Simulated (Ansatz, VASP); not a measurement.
## Two plane-wave programs on Mg

```
Mg
1.0
     3.17926    0.00000    0.00000
    -1.58963    2.75332    0.00000
     0.00000    0.00000    5.15689
Mg
2
Direct
  0.33333 0.66667 0.25000
  0.66667 0.33333 0.75000
```

Alike in both runs: task single point; functional r2SCAN; k mesh 6 × 6 × 3; occupations fermi-dirac, width 0.1 eV; no spin polarisation.

|  | VASP | Ansatz |
| --- | --- | --- |
| version | VASP 6.6.1 | Ansatz 0.2.0 |
| potentials or method | VASP PAW PBE potentials, release 64 (Mg), cutoff 520 eV | plane waves (500 eV) with PAW, scalar-relativistic |
| valence electrons in the cell | 4 | 20 |

Ansatz gave:

| Quantity | Value |
| --- | --- |
| pressure (GPa) | 0.1 |
| traceless stress, the component that is largest in VASP (GPa) | 0.60 |

Which values does VASP return?

Pressure (GPa): -0.1; traceless stress, the component that is largest in VASP (GPa): 0.58.

VASP's potentials were made for PBE, not for r2SCAN. The functional is the same, so the differences come from potentials, cutoffs and numerics. VASP's potentials hold 4 valence electrons a cell and Ansatz's 20, so a difference there can come from the potentials and not from the codes.

The k mesh is coarse, so the values compare programs but aren't converged.
